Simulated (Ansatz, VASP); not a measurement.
**Two plane-wave programs on AlAs**

The input INCAR:

```
SYSTEM = AlAs
  PREC = Accurate
  ENCUT = 500
  EDIFF = 1E-6
  ISMEAR = 0
  SIGMA = 0.02
  LREAL = .FALSE.
  LASPH = .TRUE.
  NELM = 120
  ALGO = Normal
  ISIF = 2
  LWAVE = .FALSE.
  LCHARG = .FALSE.
  GGA = PE
  NBANDS = 11
  GGA_COMPAT = .FALSE.
```

The input KPOINTS:

```
regular mesh
0
G
  8 8 8
  0 0 0
```

POSCAR

```
AlAs
1.0
    0.0000000000      2.9199739403      2.9199739403
    2.9199739403      0.0000000000      2.9199739403
    2.9199739403      2.9199739403      0.0000000000
Al As
1 1
Direct
    0.0000000000      0.0000000000      0.0000000000
    0.2500000000      0.2500000000      0.2500000000
```

Input for Ansatz:

```yaml
crystal:
  lattice:
    - [0.0, 2.9199739401, 2.9199739401]
    - [2.9199739401, 0.0, 2.9199739401]
    - [2.9199739401, 2.9199739401, 0.0]
  atoms:
    - { symbol: Al, position: [0.0, 0.0, 0.0] }
    - { symbol: As, position: [0.25, 0.25, 0.25] }
basis:
  ecutwfc: 420
kpoints:
  mp_grid: { grid: [8, 8, 8] }
hamiltonian:
  xc: pbe
scf:
  occupations: { method: gaussian, width: 0.02 }
output:
  forces: true
  stress: true
  eigenvalues: true
```

Alike in both runs: task single point; functional PBE; k mesh 8 × 8 × 8; occupations gaussian, width 0.02 eV; no spin polarisation.

```csv
,VASP,Ansatz
version,VASP 6.6.1,Ansatz 0.2.0
potentials or method,"VASP PAW PBE potentials, release 64 (Al, As), cutoff 500 eV","scalar-relativistic, plane waves, PAW"
valence electrons in the cell,8,18
```

```tsv
	VASP	Ansatz	Ansatz less VASP
gap on the k mesh at the Fermi level (eV)	1.34	1.34	-0.003
least direct gap on the mesh (eV)	1.34	1.34	-0.003
pressure (GPa)	-3.3	-3.4	-0.11
```

The functional is the same, so the differences come from potentials, cutoffs and numerics. VASP's potentials hold 8 valence electrons a cell and Ansatz's 18, so a difference there can come from the potentials and not from the codes.
